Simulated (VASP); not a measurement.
Input of a VASP 6.6.1 run:

Contents of INCAR:

```
SYSTEM = Ba3Sr
PREC     = Accurate       ! precision mode
ENCUT    = 500            ! plane-wave cutoff, eV
EDIFF    = 1E-7           ! SCF threshold, eV
ISMEAR   = -1             ! smearing method
SIGMA    = 0.05           ! smearing width, eV
LREAL    = .False.        ! projectors in reciprocal space
LASPH    = .True.         ! aspherical terms in the spheres
NELM     = 120            ! most SCF steps
ALGO     = Normal         ! electronic algorithm
ISIF     = 3              ! what is computed and relaxed
LWAVE    = .False.        ! write WAVECAR
LCHARG   = .False.        ! write CHGCAR
IBRION   = 2              ! ionic algorithm
NSW      = 80             ! ionic steps
EDIFFG   = -0.01          ! ionic threshold
GGA_COMPAT= .False.      
NELMIN   = 4
```

File KPOINTS:

```
regular mesh
0
Gamma
  3 3 3
  0 0 0
```

Contents of POSCAR:

```
Ba3Sr
1.0
    5.9751347796      0.0000000000      0.0000000000
    0.0000000000      5.9751347796      0.0000000000
    0.0000000000      0.0000000000      5.9751347796
Sr Ba
1 3
Direct
    0.0000000000      0.0000000000      0.0000000000
    0.0000000000      0.5000000000      0.5000000000
    0.5000000000      0.0000000000      0.5000000000
    0.5000000000      0.5000000000      0.0000000000
```

Potentials or basis: VASP PAW LDA potentials, release 64 (Sr_sv, Ba_sv).

Launch:

```console
$ cat potpaw_LDA.64/Sr_sv/POTCAR potpaw_LDA.64/Ba_sv/POTCAR > POTCAR
$ mpirun -np 1 vasp_std > vasp.out
```

(1) Estimate the band gap on the k mesh.

(2) Predict the space group after relaxing (to 0.1 Å).

(3) Predict the relaxed cell.

Results:

(1) zero (bands 20 and 21 overlap by 0.30 eV).

(2) Pm-3m (No. 221).

(3) a = 5.988 Å, b = 5.988 Å, c = 5.988 Å, α = 90.00°, β = 90.00°, γ = 90.00°.

Caveat: spin-orbit coupling is left out, which moves the levels of the heavy elements.
